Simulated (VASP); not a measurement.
Wanted: the native input for a VASP 6.6.1 run.

```yaml
Task: single point
Functional: PBE
Potentials_or_basis: VASP PAW PBE potentials, release 64 (Ba_sv)
Cutoff: 520 eV
k_mesh: 8 × 8 × 8
Occupations: fermi-dirac, width 0.1 eV
Spin: no spin polarisation
Dipole_correction: no
Further_INCAR_settings: ALGO = Normal; EDIFF = 1e-07; NBANDS = 17
```

The structure of Ba lies in POSCAR:

```
Ba
1.0
    0.0000000000      3.9080362139      3.9080362139
    3.9080362139      0.0000000000      3.9080362139
    3.9080362139      3.9080362139      0.0000000000
Ba
2
Direct
    0.1250000000      0.1250000000      0.1250000000
    0.8750000000      0.8750000000      0.8750000000
```

This isn't the form of Ba at room conditions, which is bcc.

The input as run:

INCAR

```
PREC = Accurate ; ENCUT = 520
EDIFF = 1E-7 ; ISMEAR = -1
SIGMA = 0.1 ; LREAL = False
LASPH = True ; NELM = 100
ALGO = Normal ; ISIF = 2
LWAVE = False ; LCHARG = False
GGA = PE ; NBANDS = 17
```

KPOINTS

```
Automatic mesh
0
Gamma
  8 8 8
```

Potentials or basis: VASP PAW PBE potentials, release 64 (Ba_sv).

Launch:

```sh
$ cat potpaw_PBE.64/Ba_sv/POTCAR > POTCAR
$ mpirun -np 1 vasp_std > vasp.out
```

It gave:

- Pressure: 0.0 GPa
- Band gap on the k mesh: zero (bands 10 and 11 overlap by 0.15 eV)

Caveat: spin-orbit coupling is left out, which moves the levels of the heavy elements.

Run time: 2.2 min on 1 thread of Intel Xeon 8259CL (shared host), peak memory 0.23 GiB.
